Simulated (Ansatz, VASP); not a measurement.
# Two plane-wave programs on Al3GaN4

File INCAR:

```
ALGO = Normal
EDIFF = 1E-6
ENCUT = 520
GGA = PS
ISIF = 2
ISMEAR = 0
LASPH = True
LCHARG = False
LREAL = False
LWAVE = False
NBANDS = 31
NELM = 100
PREC = Accurate
SIGMA = 0.05
```

File KPOINTS:

```
k-points
0
Gamma
  6 6 6
```

File POSCAR:

```
Al3GaN4
1.0
    4.3189760727      0.2423915143      0.2423915143
    0.2423915143      4.3189760727      0.2423915143
    0.2423915143      0.2423915143      4.3189760727
Al Ga N
3 1 4
Direct
    0.5000000000      0.5000000000      0.0000000000
    0.5000000000      0.0000000000      0.5000000000
    0.0000000000      0.5000000000      0.5000000000
    0.0000000000      0.0000000000      0.0000000000
    0.7447140287      0.7447140287      0.2552859713
    0.7447140287      0.2552859713      0.7447140287
    0.2552859713      0.7447140287      0.7447140287
    0.2552859713      0.2552859713      0.2552859713
```

Input for Ansatz:

```yaml
crystal:
  lattice:
    - [4.3189760727, 0.2423915143, 0.2423915143]
    - [0.2423915143, 4.3189760727, 0.2423915143]
    - [0.2423915143, 0.2423915143, 4.3189760727]
  atoms:
    - { symbol: Al, position: [0.5, 0.5, 0.0] }
    - { symbol: Al, position: [0.5, 0.0, 0.5] }
    - { symbol: Al, position: [0.0, 0.5, 0.5] }
    - { symbol: Ga, position: [0.0, 0.0, 0.0] }
    - { symbol: "N", position: [0.7447140287, 0.7447140287, 0.2552859713] }
    - { symbol: "N", position: [0.7447140287, 0.2552859713, 0.7447140287] }
    - { symbol: "N", position: [0.2552859713, 0.7447140287, 0.7447140287] }
    - { symbol: "N", position: [0.2552859713, 0.2552859713, 0.2552859713] }
basis:
  ecutwfc: 520.0
kpoints:
  mp_grid: { grid: [6, 6, 6] }
hamiltonian:
  xc: pbesol
scf:
  occupations: { method: gaussian, width: 0.05 }
output:
  forces: true
  stress: true
  eigenvalues: true
```

Change from the starting cell: equal engineering shear yz, xz and xy +0.1100, equal normal strain along x, y and z -0.0200.

Alike in both runs: task single point; functional PBEsol; k mesh 6 × 6 × 6; occupations gaussian, width 0.05 eV; no spin polarisation.

|  | VASP | Ansatz |
| --- | --- | --- |
| version | VASP 6.6.1 | Ansatz 0.2.0 |
| potentials or method | VASP PAW PBE potentials, release 64 (Al, Ga_d, N), cutoff 520 eV | scalar-relativistic, plane waves, PAW |
| valence electrons in the cell | 42 | 42 |

Ansatz gave:

| Quantity | Value |
| --- | --- |
| gap on the k mesh at the Fermi level (eV) | 2.42 |
| least direct gap on the mesh (eV) | 2.42 |
| pressure (GPa) | 23.4 |
| traceless stress, the component that is largest in VASP (GPa) | -24.93 |
| rms of the force components (eV/Å) | 0.763 |

**Question.** Estimate VASP's values.

**Answer.** gap on the k mesh at the Fermi level (eV): 2.41; least direct gap on the mesh (eV): 2.41; pressure (GPa): 23.5; traceless stress, the component that is largest in VASP (GPa): -25.17; rms of the force components (eV/Å): 0.771.

VASP's potentials were made for PBE, not for PBEsol. Atom by atom the forces differ by 0.021 eV/Å (rms over components). With one functional, cell and mesh, what is left measures potentials, basis and numerics.
